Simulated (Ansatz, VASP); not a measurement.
## Si2C: VASP beside Ansatz

The input INCAR:

```
SYSTEM = Si2C
PREC = Accurate ; ENCUT = 600
EDIFF = 1E-6 ; ISMEAR = 0
SIGMA = 0.1 ; LREAL = .FALSE.
LASPH = .TRUE. ; NELM = 100
ALGO = Normal ; ISIF = 3
LWAVE = .FALSE. ; LCHARG = .FALSE.
GGA = PE ; IBRION = 2
NSW = 100 ; EDIFFG = -0.01
```

The input KPOINTS:

```
Automatic mesh
0
G
  8 8 14
  0 0 0
```

POSCAR

```
Si2C
1.0
    5.0270469544      0.0000000000      0.0000000000
    0.0000000000      5.0270469544      0.0000000000
    0.0000000000      0.0000000000      2.8955251551
Si C
4 2
Direct
    0.3022651039      0.3022651039      0.0000000000
    0.1977348961      0.8022651039      0.5000000000
    0.6977348961      0.6977348961      0.0000000000
    0.8022651039      0.1977348961      0.5000000000
    0.0000000000      0.0000000000      0.0000000000
    0.5000000000      0.5000000000      0.5000000000
```

Input for Ansatz:

```yaml
crystal:
  lattice:
    - [5.0270469499, 0.0, 0.0]
    - [0.0, 5.0270469499, 0.0]
    - [0.0, 0.0, 2.8955251404]
  atoms:
    - { symbol: Si, position: [0.302265103, 0.302265103, 0.0] }
    - { symbol: Si, position: [0.197734897, 0.802265103, 0.5] }
    - { symbol: Si, position: [0.697734897, 0.697734897, 0.0] }
    - { symbol: Si, position: [0.802265103, 0.197734897, 0.5] }
    - { symbol: C, position: [0.0, 0.0, 0.0] }
    - { symbol: C, position: [0.5, 0.5, 0.5] }
basis:
  ecutwfc: 420
kpoints:
  mp_grid: { grid: [8, 8, 14] }
hamiltonian:
  xc: pbe
scf:
  occupations: { method: gaussian, width: 0.1 }
output:
  forces: true
  stress: true
  eigenvalues: true
relax:
  adjacent_minimum: "off"
  f_tol: 0.01
  max_steps: 80
  cell: { stress_tol: 0.05 }
```

Alike in both runs: task relaxation of cell and atoms; functional PBE; k mesh 8 × 8 × 14; occupations gaussian, width 0.1 eV; no spin polarisation.

|  | VASP | Ansatz |
| --- | --- | --- |
| version | VASP 6.6.1 | Ansatz 0.2.0 |
| potentials or method | VASP PAW PBE potentials, release 64 (Si, C), cutoff 600 eV | scalar-relativistic, plane waves, PAW |
| valence electrons in the cell | 24 | 24 |

Ansatz gave:

* gap on the k mesh at the Fermi level, each at its own relaxed structure (eV): none
* relaxed volume (Å³/atom): 12.33
* relaxed length of the cell vector where the two differ most in proportion (Å): 2.884

Question: Estimate VASP's values.

Answer: gap on the k mesh at the Fermi level, each at its own relaxed structure (eV): none; relaxed volume (Å³/atom): 12.33; relaxed length of the cell vector where the two differ most in proportion (Å): 2.886.

A gap of «none» marks a metal or a gap that the smearing closes.

Noted on VASP's run: too few bands were computed for a metal, which touches its energy and stress.
